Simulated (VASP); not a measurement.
# MoRu5 (P-62m) in VASP: notebook

The runs below take MoRu5 through single point, with PBE.

All numbers are computed with VASP 6.6.1; they aren't measurements. Logs are shortened: lines on timing, memory, paths and dates and some standing lists are left out, and cuts for length are marked.

## 1. The cell of the first run

Symmetry: P-62m, No. 189, hexagonal system. The conventional cell has a = 4.804 Å, b = 4.804 Å, c = 4.355 Å, α = 90.00°, β = 90.00°, γ = 120.00°. Within 3.6 Å of Mo (site symmetry -62m) lie 12 Ru at 2.72 to 2.77 Å. Ru (site symmetry -6) has 9 Ru at 2.70 to 2.77 Å and 3 Mo at 2.77 Å within 3.6 Å. Ru (site symmetry m2m) has 10 Ru at 2.70 to 2.82 Å and 2 Mo at 2.72 Å within 3.6 Å.

## 2. Single point, PBE (volume scaled by 1.03, then relaxed in part)

The input, INCAR:

```
PREC = Accurate
ENCUT = 520
EDIFF = 1E-7
ISMEAR = 0
SIGMA = 0.1
LREAL = F
LASPH = T
NELM = 80
ALGO = Fast
ISIF = 2
LWAVE = F
LCHARG = F
GGA = PE
NBANDS = 51
```

The input, KPOINTS:

```
regular mesh
0
Gamma
  12 12 10
```

The input, POSCAR:

```
MoRu5
1.0
    4.8038243668      0.0000000000      0.0000000000
   -2.4019121834      4.1602339370      0.0000000000
    0.0000000000      0.0000000000      4.3548603200
Mo Ru
1 5
Direct
    0.0000000000      0.0000000000      0.0000000000
    0.3333333333      0.6666666667      0.0000000000
    0.6666666667      0.3333333333      0.0000000000
    0.6612736221      0.6612736221      0.5000000000
    0.3387263779      0.0000000000      0.5000000000
    0.0000000000      0.3387263779      0.5000000000
```

Potentials or basis: VASP PAW PBE potentials, release 64 (Mo_sv, Ru_pv).

The run is started by

```bash
cat potpaw_PBE.64/Mo_sv/POTCAR potpaw_PBE.64/Ru_pv/POTCAR > POTCAR
mpirun -np 1 vasp_std > vasp.out
```

OUTCAR:

```text
PREC = Accurate
   ENCUT = 520
   EDIFF = 1E-7
   ISMEAR = 0
   LREAL = F
   LASPH = T
   NELM = 80
   ISIF = 2
   GGA = PE

 ion  position               nearest neighbor table
   1  0.000  0.000  0.000-   5 2.72   5 2.72   6 2.72   4 2.72   4 2.72   6 2.72   2 2.77   3 2.77
                             3 2.77   2 2.77   3 2.77   2 2.77
   2  0.333  0.667  0.000-   5 2.70   5 2.70   6 2.70   6 2.70   4 2.70   4 2.70   1 2.77   3 2.77
                             3 2.77   1 2.77   1 2.77   3 2.77
   3  0.667  0.333  0.000-   6 2.70   6 2.70   5 2.70   5 2.70   4 2.70   4 2.70   2 2.77   1 2.77
                             2 2.77   1 2.77   1 2.77   2 2.77
   4  0.661  0.661  0.500-   2 2.70   2 2.70   3 2.70   3 2.70   1 2.72   1 2.72   6 2.75   6 2.75
                             5 2.75   5 2.75   5 2.82   6 2.82
   5  0.339  0.000  0.500-   2 2.70   2 2.70   3 2.70   3 2.70   1 2.72   1 2.72   4 2.75   6 2.75
                             4 2.75   6 2.75   6 2.82   4 2.82
   6  0.000  0.339  0.500-   3 2.70   3 2.70   2 2.70   2 2.70   1 2.72   1 2.72   4 2.75   4 2.75
                             5 2.75   5 2.75   5 2.82   4 2.82

  LATTYP: Found a hexagonal cell.
 ALAT       =     4.8038243668
 C/A-ratio  =     0.9065402870

  Lattice vectors:

 A1 = (   4.8038243668,   0.0000000000,   0.0000000000)
 A2 = (  -2.4019121834,   4.1602339370,   0.0000000000)
 A3 = (   0.0000000000,   0.0000000000,   4.3548603200)

Analysis of symmetry for initial positions (statically):
=====================================================================
 Subroutine PRICEL returns:
 Original cell was already a primitive cell.

 Routine SETGRP: Setting up the symmetry group for a
 hexagonal supercell.

 Subroutine GETGRP returns: Found 12 space group operations
 (whereof 12 operations were pure point group operations)
 out of a pool of 24 trial point group operations.

The static configuration has the point symmetry D_3h.

Analysis of symmetry for dynamics (positions and initial velocities):
=====================================================================
 Subroutine PRICEL returns:
 Original cell was already a primitive cell.

 Routine SETGRP: Setting up the symmetry group for a
 hexagonal supercell.

 Subroutine GETGRP returns: Found 12 space group operations
 (whereof 12 operations were pure point group operations)
 out of a pool of 24 trial point group operations.

The dynamic configuration has the point symmetry D_3h.

 Subroutine INISYM returns: Found 12 space group operations
 (whereof 12 operations are pure point group operations),
 and found     1 'primitive' translations

----------------------------------------------------------------------------------------

                                     Primitive cell

  volume of cell :      87.0320

  direct lattice vectors                    reciprocal lattice vectors
     4.803824367  0.000000000  0.000000000     0.208167477  0.120185549  0.000000000
    -2.401912183  4.160233937  0.000000000     0.000000000  0.240371098  0.000000000
     0.000000000  0.000000000  4.354860320     0.000000000  0.000000000  0.229628490

  length of vectors
     4.803824367  4.803824367  4.354860320     0.240371098  0.240371098  0.229628490

  position of ions in fractional coordinates (direct lattice)
     0.000000000  0.000000000  0.000000000
     0.333333333  0.666666667  0.000000000
     0.666666667  0.333333333  0.000000000
     0.661273622  0.661273622  0.500000000
     0.338726378  0.000000000  0.500000000
     0.000000000  0.338726378  0.500000000

  ion indices of the primitive-cell ions
   primitive index   ion index
                 1           1
                 2           2
                 3           3
                 4           4
                 5           5
                 6           6

----------------------------------------------------------------------------------------

 KPOINTS: regular mesh

Automatic generation of k-mesh.
 Grid dimensions read from file:
 generate k-points for:   12   12   10

 Generating k-lattice:

  Cartesian coordinates                     Fractional coordinates (reciprocal lattice)
     0.017347290  0.010015462  0.000000000     0.083333333  0.000000000  0.000000000
     0.000000000  0.020030925  0.000000000     0.000000000  0.083333333  0.000000000
     0.000000000  0.000000000  0.022962849     0.000000000  0.000000000  0.100000000

  Length of vectors
     0.020030925  0.020030925  0.022962849

  Shift w.r.t. Gamma in fractional coordinates (k-lattice)
     0.000000000  0.000000000  0.000000000

 Subroutine IBZKPT returns following result:
 ===========================================

 Found    114 irreducible k-points:

 Following reciprocal coordinates:
            Coordinates               Weight
  0.000000  0.000000  0.000000      1.000000
  0.083333  0.000000  0.000000      6.000000
  0.166667  0.000000  0.000000      6.000000
  0.250000  0.000000  0.000000      6.000000
  0.333333  0.000000  0.000000      6.000000
  0.416667  0.000000  0.000000      6.000000
[... 16 lines left out ...]
  0.250000  0.000000  0.100000     12.000000
  0.333333  0.000000  0.100000     12.000000
 [... further k-points ...]
   k-points           NKPTS =    114   k-points in BZ     NKDIM =    114   number of bands    NBANDS=     51
   number of dos      NEDOS =    301   number of ions     NIONS =      6
   total plane-waves  NPLWV =  41472
   dimension x,y,z NGX =    36 NGY =   36 NGZ =   32
   dimension x,y,z NGXF=    72 NGYF=   72 NGZF=   64
   ions per type =               1   5
   NGX,Y,Z   is equivalent  to a cutoff of  12.46, 12.46, 12.22 a.u.
   NGXF,Y,Z  is equivalent  to a cutoff of  24.92, 24.92, 24.43 a.u.
 SYSTEM =  unknown system
   PREC   = accura    normal or accurate (medium, high low for compatibility)
   ISTART =      0    job   : 0-new  1-cont  2-samecut
   ICHARG =      2    charge: 1-file 2-atom 10-const
   ISPIN  =      1    spin polarized calculation?
   LNONCOLLINEAR =      F non collinear calculations
   LSORBIT =      F    spin-orbit coupling
   LASPH  =      T    aspherical Exc in radial PAW
   ENCUT  =  520.0 eV  38.22 Ry    6.18 a.u.   8.93  8.93  8.10*2*pi/ulx,y,z
   NELM   =     80;   NELMIN=  2; NELMDL= -5     # of ELM steps
   EDIFF  = 0.1E-06   stopping-criterion for ELM
   LREAL  =      F    real-space projection
   EDIFFG = 0.1E-05   stopping-criterion for IOM
   NSW    =      0    number of steps for IOM
   IBRION =     -1    ionic relax: 0-MD 1-quasi-New 2-CG
   NFREE  =      0    steps in history (QN), initial steepest desc. (CG)
   ISIF   =      2    stress and relaxation
   ISYM   =      2    0-nonsym 1-usesym 2-fastsym
   POTIM  = 0.5000    time-step for ionic-motion
   TEBEG  =    0.0;   TEEND  =   0.0 temperature during run
   PSTRESS=    0.0 pullay stress
   NELECT =      84.0000    total number of electrons
   NUPDOWN=      -1.0000    fix difference up-down
   EMIN   =  10.00;   EMAX   =-10.00  energy-range for DOS
   EFERMI =   0.00;   METHOD = LEGACY
   ISMEAR =     0;   SIGMA  =   0.10  broadening in eV -4-tet -1-fermi 0-gaus
   EFERMI_NEDOS =   21; number of points for ismear=-14 and -15
   IALGO  =     68    algorithm
   IMIX   =      4    mixing-type and parameters
     AMIX     =   0.40;   BMIX     =  1.00
     AMIX_MAG =   1.60;   BMIX_MAG =  1.00
  volume/ion in A,a.u.               =      14.51        97.89
  Fermi-wavevector in a.u.,A,eV,Ry     =   1.617862  3.057316 35.612957  2.617478
  Thomas-Fermi vector in A             =   2.712219
   LORBIT       =      0    0 simple, 1 ext, 2 COOP (PROOUT), +10 PAW based schemes
   GGA     = PE    functional components
   LHFCALC =     F    Hartree Fock is set to
   AEXX    =    0.0000 exact exchange contribution
   IVDW    =     0    specifies the selected vdW correction
   LEPSILON=     F    determine dielectric tensor
   LRPA    =     F    only Hartree local field effects (RPA)
 non-spin polarized calculation
 RMM-DIIS sequential band-by-band and
 Gauss-broadening in eV      SIGMA  =   0.10
  energy-cutoff  :      520.00
  volume of cell :       87.03
 maximum number of plane-waves:      2368
 NGX is ok and might be reduce to    36
   NGX = 17   NGY = 17   NGZ = 17

 number of electron      84.0000016 magnetization

 Free energy of the ion-electron system (eV)
  ---------------------------------------------------
  ext. energy  EPLUGINS =         0.00000000
  ---------------------------------------------------
  free energy    TOTEN  =       -57.24368127 eV

  energy without entropy =      -57.21609625  energy(sigma->0) =      -57.22988876

 E-fermi :  11.8762     XC(G=0): -13.7281

 val. band max:       11.8754969104   @ k =   0.3333   0.0833   0.1000
 cond. band min:      11.8764888955   @ k =   0.5000   0.0000   0.0000
 fundamental gap:      0.0009919851
 Fermi energy:        11.8761664174

 k-point     1 :       0.0000    0.0000    0.0000
  band No.  band energies     occupation
      1     -49.0171      2.00000
      2     -31.2843      2.00000
      3     -31.0593      2.00000
      4     -31.0593      2.00000
      5     -31.0109      2.00000
      6     -30.8985      2.00000
[... 43 lines left out ...]
     50      14.1877      0.00000
     51      14.1877      0.00000

 k-point     2 :       0.0833    0.0000    0.0000
  band No.  band energies     occupation
      1     -49.0172      2.00000
      2     -31.2795      2.00000
      3     -31.0687      2.00000
      4     -31.0641      2.00000
      5     -31.0033      2.00000
      6     -30.9003      2.00000
[... 43 lines left out ...]
     50      14.2035      0.00000
     51      14.6918      0.00000

 k-point     3 :       0.1667    0.0000    0.0000
  band No.  band energies     occupation
      1     -49.0173      2.00000
      2     -31.2655      2.00000
      3     -31.0905      2.00000
      4     -31.0674      2.00000
      5     -30.9868      2.00000
      6     -30.9089      2.00000
[... 43 lines left out ...]
     50      14.2452      0.00000
     51      15.7109      0.00000
[... 1027 lines left out ...]
 k-point    23 :       0.2500    0.0000    0.1000
  band No.  band energies     occupation
      1     -49.0175      2.00000
      2     -31.2328      2.00000
      3     -31.1289      2.00000
      4     -31.0634      2.00000
      5     -31.0067      2.00000
      6     -30.9412      2.00000
[... 43 lines left out ...]
     50      14.2096      0.00000
     51      16.0873      0.00000

 k-point    24 :       0.3333    0.0000    0.1000
  band No.  band energies     occupation
      1     -49.0176      2.00000
      2     -31.2101      2.00000
      3     -31.1500      2.00000
      4     -31.0460      2.00000
      5     -31.0033      2.00000
      6     -30.9491      2.00000
[... 43 lines left out ...]
     50      14.2620      0.00000
     51      15.1411      0.00000

 [... further k-points ...]
[... 5 lines left out ...]
  --------------------------------------------------------------------------------------
  -------------------------------------------------------------------------------------
  Total       -4.4934892     -4.4934892     -4.4890198      0.0000000     -0.0000000     -0.0000000
  in kB      -82.7208876    -82.7208876    -82.6386096      0.0000000     -0.0000000     -0.0000000
  external PRESSURE =     -82.6934616 kB  Pullay stress =       0.0000000 kB

 VOLUME and BASIS-vectors are now :
 -----------------------------------------------------------------------------
  energy-cutoff  :      520.00
  volume of cell :       87.03
      direct lattice vectors                 reciprocal lattice vectors
     4.803824367  0.000000000  0.000000000     0.208167477  0.120185549  0.000000000
    -2.401912183  4.160233937  0.000000000     0.000000000  0.240371098  0.000000000
     0.000000000  0.000000000  4.354860320     0.000000000  0.000000000  0.229628490

 POSITION                                       TOTAL-FORCE (eV/Angst)
 -----------------------------------------------------------------------------------
      0.00000      0.00000      0.00000        -0.000000     -0.000000      0.000000
     -0.00000      2.77349      0.00000        -0.000000     -0.000000      0.000000
      2.40191      1.38674      0.00000        -0.000000      0.000000      0.000000
      1.58832      2.75105      2.17743        -0.003825     -0.006626     -0.000000
      1.62718      0.00000      2.17743         0.007651      0.000000      0.000000
     -0.81359      1.40918      2.17743        -0.003825      0.006626      0.000000
 -----------------------------------------------------------------------------------
    total drift:                               -0.000000     -0.000000      0.000000

  FREE ENERGIE OF THE ION-ELECTRON SYSTEM (eV)
  ---------------------------------------------------
  free  energy   TOTEN  =       -57.2436812750 eV

  energy  without entropy=      -57.2160962499  energy(sigma->0) =      -57.22988876
```

Wall time 5.9 min (1 thread of Intel Xeon Platinum 8488C (Sapphire Rapids), shared host); peak memory 0.47 GiB.

What came out:

| Quantity | Value |
| --- | --- |
| Free energy | -57.2437 eV |
| Pressure | -8.3 GPa |
| Largest force | 0.008 eV/Å |
| Band gap on the k mesh | zero (band 42 reaches 12.47 eV, above the bottom of band 43 at 11.30 eV) |

Forces in eV/Å, atoms in the order of the input:
```
Mo   0.000  0.000  0.000
Ru   0.000  0.000  0.000
Ru   0.000  0.000  0.000
Ru  -0.004 -0.007  0.000
Ru   0.008  0.000  0.000
Ru  -0.004  0.007  0.000
```

Levels at points of the mesh, in eV from the Fermi level:
```tsv
k point	band 40	band 41	band 42	band 43	band 44	band 45
(0.00, 0.00, 0.00)	-0.94	-0.50	-0.50	1.04	1.39	1.39
(0.50, 0.00, 0.00)	-0.82	-0.65	0.00	0.00	0.37	0.77
(0.00, 0.00, 0.50)	-0.76	-0.76	-0.56	-0.56	0.84	0.84
(0.50, 0.00, 0.50)	-0.61	-0.40	0.60	0.96	1.06	1.10
```

(Continued in part 2 of 2.)
